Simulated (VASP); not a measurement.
Here is a VASP 6.6.1 calculation.

File INCAR:

```
SYSTEM = PbSe
  ALGO = Normal
  EDIFF = 1E-8
  ENCUT = 400
  GGA = PE
  GGA_COMPAT = .FALSE.
  ISIF = 2
  ISMEAR = -1
  LASPH = .TRUE.
  LCHARG = .FALSE.
  LEFG = .TRUE.
  LREAL = .FALSE.
  LWAVE = .FALSE.
  NBANDS = 17
  NELM = 120
  PREC = Accurate
  SIGMA = 0.02
```

Contents of KPOINTS:

```
k-points
0
G
  7 7 7
  0 0 0
```

POSCAR

```
PbSe
1.0
   -0.0459322500      3.0621500000      3.0621500000
    3.0621500000     -0.0459322500      3.0621500000
    3.0162177500      3.0162177500      0.0000000000
Pb Se
1 1
Direct
    0.0000000000      0.0000000000      0.0000000000
    0.5000000000      0.5000000000      0.5000000000
```

Potentials or basis: VASP PAW PBE potentials, release 64 (Pb_d, Se).

Command:

```sh
$ cat potpaw_PBE.64/Pb_d/POTCAR potpaw_PBE.64/Se/POTCAR > POTCAR
$ mpirun -np 1 vasp_std > vasp.out
```

(1) Estimate the pressure.

(2) Predict the band gap on the k mesh.

## Answers

(1) 2.3 GPa.

(2) 0.73 eV, indirect (least direct gap 0.84 eV).

Caveat: the cell differs from its parent crystal (xy shear strain of -3 %); without QUAD_EFG the Cq values of the log hold for a quadrupole moment of 1 mb, not for the nuclei; spin-orbit coupling is left out, which moves the levels of the heavy elements.
